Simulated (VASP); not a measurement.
Wanted: the native input for a VASP 6.6.1 run.

| Quantity | Value |
| --- | --- |
| Task | single point |
| Functional | LDA |
| Potentials or basis | VASP PAW LDA potentials, release 64 (Zr_sv) |
| Cutoff | 520 eV |
| k mesh | 15 × 15 × 1 |
| Occupations | fermi-dirac, width 0.1 eV |
| Spin | no spin polarisation |
| Dipole correction | yes |
| Further INCAR settings | ALGO = Normal; EDIFF = 1e-06; NBANDS = 19 |

The structure of Zr lies in POSCAR:

```
Zr
1.0
    3.1435815868      0.0000000000      0.0000000000
   -1.5717907934      2.7224215131      0.0000000000
    0.0000000000      0.0000000000     18.5467000000
Zr
2
Direct
    0.8333333333      0.1666666667      0.4379715729
    0.1666666667      0.8333333333      0.5620284271
```

One way to write it, as run:

INCAR

```
PREC     = Accurate       # precision mode
ENCUT    = 520            # plane-wave cutoff, eV
EDIFF    = 1E-6           # SCF threshold, eV
ISMEAR   = -1             # smearing method
SIGMA    = 0.1            # smearing width, eV
LREAL    = False          # projectors in reciprocal space
LASPH    = True           # aspherical terms in the spheres
NELM     = 60             # most SCF steps
ALGO     = Normal         # electronic algorithm
ISIF     = 2              # what is computed and relaxed
LWAVE    = False          # write WAVECAR
LCHARG   = False          # write CHGCAR
LDIPOL   = True         
IDIPOL   = 3            
DIPOL    = 0.5 0.5 0.500
NBANDS   = 19             # bands
```

KPOINTS

```
Automatic mesh
0
Gamma
  15 15 1
```

Potentials or basis: VASP PAW LDA potentials, release 64 (Zr_sv).

The run is started by

```bash
$ cat potpaw_LDA.64/Zr_sv/POTCAR > POTCAR
$ mpirun -np 1 vasp_std > vasp.out
```

It gave:

The largest force is 0.011 eV/Å and the band gap on the k mesh is zero (bands 12 and 13 overlap by 0.68 eV).

Wall time 34 s on 1 thread of Intel(R) Xeon(R) 6975P-C (Granite Rapids), on a shared host, peak memory 0.24 GiB.
